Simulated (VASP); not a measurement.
A run of VASP 6.6.1 is set up as follows.

INCAR

```
SYSTEM = SnS
ALGO = Normal
EDIFF = 1E-6
ENCUT = 500
GGA = PS
GGA_COMPAT = .FALSE.
ISIF = 2
ISMEAR = 0
LASPH = .TRUE.
LCHARG = .FALSE.
LREAL = .FALSE.
LWAVE = .FALSE.
NBANDS = 50
NELM = 120
PREC = Accurate
SIGMA = 0.05
```

File KPOINTS:

```
k-points
0
G
  4 8 6
  0 0 0
```

File POSCAR:

```
SnS
1.0
   11.0967523774      0.0000000000      0.0000000000
    0.0000000000      3.8250319182      0.0000000000
    0.0000000000      0.0000000000      4.2315428581
Sn S
4 4
Direct
    0.1185767382      0.2500000000      0.1101694999
    0.3814232618      0.7500000000      0.6101694999
    0.6185767382      0.2500000000      0.3898305001
    0.8814232618      0.7500000000      0.8898305001
    0.8533462424      0.2500000000      0.4747534667
    0.6466537576      0.7500000000      0.9747534667
    0.3533462424      0.2500000000      0.0252465333
    0.1466537576      0.7500000000      0.5252465333
```

Potentials or basis: VASP PAW PBE potentials, release 64 (Sn_d, S).

The run is started by

```sh
$ cat potpaw_PBE.64/Sn_d/POTCAR potpaw_PBE.64/S/POTCAR > POTCAR
$ mpirun -np 1 vasp_std > vasp.out
```

Estimate the band gap on the k mesh.

0.19 eV (least direct gap 1.06 eV).

Predict the largest force.

0.201 eV/Å.

Forces in eV/Å, atoms in the order of the input:
```
Sn  -0.126  0.000 -0.156
Sn   0.126  0.000 -0.156
Sn  -0.126  0.000  0.156
Sn   0.126  0.000  0.156
S    0.008  0.000 -0.174
S   -0.008  0.000 -0.174
S    0.008  0.000  0.174
S   -0.008  0.000  0.174
```

Caveat: the cell differs from its parent crystal (strain -0.0400 x Voigt [0, 1, 0, 0, 0, 0]); the PAW data sets were made with another functional, which shifts forces and pressure a little; spin-orbit coupling is left out, which moves the levels of the heavy elements. A k mesh can miss the band edges.
